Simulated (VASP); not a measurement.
Here is a VASP 6.6.1 calculation.

POSCAR

```
Ta2N
1.0
    3.0919691885      0.0000000000      0.0000000000
   -1.5459845943      2.6777238649      0.0000000000
    0.0000000000      0.0000000000      4.8371565186
Ta N
2 1
Direct
    0.3333333333      0.6666666667      0.2547110000
    0.6666666667      0.3333333333      0.7452890000
    0.0000000000      0.0000000000      0.0000000000
```

Contents of INCAR.step1:

```
PREC = Accurate ; ENCUT = 660
ISMEAR = -1 ; SIGMA = 0.05
LREAL = F ; LASPH = T
NELM = 120 ; NBANDS = 22
GGA = PE ; ALGO = Normal
EDIFF = 1E-5 ; LWAVE = T
LCHARG = F ; GGA_COMPAT = F
```

File INCAR.step2:

```
PREC = Accurate ; ENCUT = 660
EDIFF = 1E-6 ; ISMEAR = -1
SIGMA = 0.05 ; LREAL = F
LASPH = T ; NELM = 120
ALGO = Normal ; ISIF = 2
LWAVE = F ; LCHARG = F
METAGGA = R2SCAN ; LMIXTAU = T
NBANDS = 22 ; ISTART = 1
GGA_COMPAT = F
```

KPOINTS

```
regular mesh
0
Gamma
  10 10 6
```

Potentials or basis: VASP PAW PBE potentials, release 64 (Ta_sv_GW, N).

The run is started by

```console
$ cat potpaw_PBE.64/Ta_sv_GW/POTCAR potpaw_PBE.64/N/POTCAR > POTCAR
$ cp INCAR.step1 INCAR
$ mpirun -np 1 vasp_std > vasp.out
$ cp INCAR.step2 INCAR
$ mpirun -np 1 vasp_std > vasp.out
```

Q: Estimate the pressure.

A: 0.4 GPa.

Q: What does it give for the largest force?

A: 0.268 eV/Å.

Stress tensor (GPa, compression positive):
```
-0.62  0.00  0.00
 0.00 -0.62  0.00
 0.00  0.00  2.33
```

Caveat: the PAW data sets were made with another functional, which shifts forces and pressure a little.
